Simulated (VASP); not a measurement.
A run of VASP 6.6.1 is set up as follows.

File POSCAR:

```
GaP
1.0
    0.0000000000      2.7253992957      2.7253992957
    2.7253992957      0.0000000000      2.7253992957
    2.7253992957      2.7253992957      0.0000000000
Ga P
1 1
Direct
    0.0000000000      0.0000000000      0.0000000000
    0.2500000000      0.2500000000      0.2500000000
```

File INCAR.step1:

```
SYSTEM = GaP
  PREC = Accurate
  ENCUT = 520
  EDIFF = 1E-5
  ISMEAR = 0
  SIGMA = 0.01
  LREAL = .FALSE.
  LASPH = .TRUE.
  NELM = 60
  ALGO = Normal
  ISIF = 2
  LWAVE = .TRUE.
  NBANDS = 16
  GGA = PE
```

Contents of INCAR.step2:

```
SYSTEM = GaP
  PREC = Accurate
  ENCUT = 520
  EDIFF = 1E-7
  ISMEAR = 0
  SIGMA = 0.01
  LREAL = .FALSE.
  LASPH = .TRUE.
  NELM = 60
  ALGO = Normal
  ISIF = 2
  LWAVE = .FALSE.
  LCHARG = .TRUE.
  GGA = PE
  LHFCALC = .TRUE.
  AEXX = 0.5
  HFSCREEN = 0.1
  PRECFOCK = Normal
  LELF = .TRUE.
  LVHAR = .TRUE.
  NBANDS = 16
  ISTART = 1
```

File KPOINTS:

```
Automatic mesh
0
G
  4 4 4
  0 0 0
```

Potentials or basis: VASP PAW PBE potentials, release 64 (Ga_d, P).

Command:

```sh
$ cat potpaw_PBE.64/Ga_d/POTCAR potpaw_PBE.64/P/POTCAR > POTCAR
$ cp INCAR.step1 INCAR
$ mpirun -np 1 vasp_std > vasp.out
$ cp INCAR.step2 INCAR
$ mpirun -np 1 vasp_std > vasp.out
```

Task: What does it give for the band gap on the k mesh?

Result: 3.71 eV, indirect (least direct gap 4.65 eV).

Task: Predict the pressure.

Result: -1.4 GPa.

Caveat: the k points lie up to 0.50 Å⁻¹ apart; the PAW data sets were made with another functional, which shifts forces and pressure a little. A k mesh can miss the band edges.
